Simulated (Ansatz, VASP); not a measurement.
# InSb3 in VASP and in Ansatz

The input INCAR:

```
SYSTEM = InSb3
ALGO = Normal
EDIFF = 1E-7
EDIFFG = -0.01
ENCUT = 600
GGA = PE
IBRION = 2
ISIF = 3
ISMEAR = 0
LASPH = .TRUE.
LCHARG = .FALSE.
LREAL = .FALSE.
LWAVE = .FALSE.
NELM = 100
NSW = 100
PREC = Accurate
SIGMA = 0.1
```

The input KPOINTS:

```
k-points
0
G
  10 10 10
  0 0 0
```

The input POSCAR:

```
InSb3
1.0
    4.8063669200      0.0000000000      0.0000000000
    0.0000000000      4.8063669200      0.0000000000
    0.0000000000      0.0000000000      4.8063669200
In Sb
1 3
Direct
    0.0000000000      0.0000000000      0.0000000000
    0.5000000000      0.0000000000      0.5000000000
    0.0000000000      0.5000000000      0.5000000000
    0.5000000000      0.5000000000      0.0000000000
```

Input for Ansatz:

```yaml
crystal:
  lattice:
    - [4.80636692, 0.0, 0.0]
    - [0.0, 4.80636692, 0.0]
    - [0.0, 0.0, 4.80636692]
  atoms:
    - { symbol: In, position: [0.0, 0.0, 0.0] }
    - { symbol: Sb, position: [0.5, 0.0, 0.5] }
    - { symbol: Sb, position: [0.0, 0.5, 0.5] }
    - { symbol: Sb, position: [0.5, 0.5, 0.0] }
basis:
  ecutwfc: 420
kpoints:
  mp_grid: { grid: [10, 10, 10] }
hamiltonian:
  xc: pbe
scf:
  occupations: { method: gaussian, width: 0.1 }
output:
  forces: true
  stress: true
  eigenvalues: true
relax:
  adjacent_minimum: "off"
  f_tol: 0.01
  max_steps: 80
  cell: { stress_tol: 0.05 }
```

Alike in both runs: task relaxation of cell and atoms; functional PBE; k mesh 10 × 10 × 10; occupations gaussian, width 0.1 eV; no spin polarisation.

|  | VASP | Ansatz |
| --- | --- | --- |
| version | VASP 6.6.1 | Ansatz 0.2.0 |
| potentials or method | VASP PAW PBE potentials, release 64 (In_d, Sb), cutoff 600 eV | scalar-relativistic, plane waves, PAW |
| valence electrons in the cell | 28 | 58 |

VASP gave:

| Item | Value |
| --- | --- |
| gap on the k mesh at the Fermi level, each at its own relaxed structure (eV) | none |
| relaxed volume (Å³/atom) | 27.87 |
| relaxed cell length with the largest relative difference (Å) | 4.813 |

What did Ansatz give for the same quantities?

gap on the k mesh at the Fermi level, each at its own relaxed structure (eV): none; relaxed volume (Å³/atom): 27.89; relaxed cell length with the largest relative difference (Å): 4.814.

A gap of «none» marks a metal or a gap that the smearing closes. VASP's potentials hold 28 valence electrons a cell and Ansatz's 58, so a difference there can come from the potentials and not from the codes.

Spin-orbit coupling is off throughout.
